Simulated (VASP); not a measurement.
# GaN: single point with r2SCAN

Crystal: GaN.

```
Ga N
1.0
     3.08765    0.00000    0.00000
    -1.54383    2.67399    0.00000
     0.00000    0.00000    5.02812
Ga N
2 2
Cartesian
  0.0000 1.7827 -0.0039
  1.5438 0.8913 2.5102
  0.0000 1.7827 1.8894
  1.5438 0.8913 4.4035
```

This cell differs from its parent crystal: strain -3.0%.

```
Program                : VASP 6.6.1
Task                   : single point
Functional             : r2SCAN
Potentials or basis    : VASP PAW PBE potentials, release 64 (Ga_d, N)
Cutoff                 : 520 eV
k mesh                 : 12 × 12 × 6
Occupations            : gaussian, width 0.01 eV
Spin                   : no spin polarisation
Dipole correction      : no
Further INCAR settings : ALGO = Normal; EDIFF = 1e-06; NBANDS = 26
```

| Item | Value |
| --- | --- |
| Pressure | 23.3 GPa |
| Band gap on the k mesh | 2.98 eV |

Forces in eV/Å, atoms in the order of the input:
```
Ga   0.000  0.000  0.003
Ga   0.000  0.000  0.003
N    0.000  0.000 -0.003
N    0.000  0.000 -0.003
```

Stress tensor (GPa, compression positive):
```
23.27  0.00  0.00
 0.00 23.27  0.00
 0.00  0.00 23.36
```

Levels at points of the mesh, in eV from the valence-band top:
| k point | band 15 | band 16 | band 17 | band 18 | band 19 | band 20 | band 21 | band 22 |
| --- | --- | --- | --- | --- | --- | --- | --- | --- |
| (0.00, 0.00, 0.00) | -1.19 | -0.05 | 0.00 | 0.00 | 2.98 | 5.45 | 10.52 | 11.14 |
| (0.50, 0.00, 0.00) | -4.74 | -3.19 | -2.53 | -1.16 | 5.85 | 6.53 | 6.96 | 10.17 |
| (0.00, 0.00, 0.50) | -0.61 | -0.61 | -0.61 | -0.61 | 5.39 | 5.39 | 9.70 | 9.70 |
| (0.50, 0.00, 0.50) | -2.25 | -2.25 | -2.16 | -2.16 | 5.19 | 5.19 | 9.01 | 9.01 |

Run time: 5.3 min on 1 thread of Intel Xeon 8259CL, with other jobs on the host, peak memory 0.21 GiB.

Caveat: the cell differs from its parent crystal (strain -3.0%); the cell stands under pressure; the PAW data sets were made with another functional, which shifts forces and pressure a little.
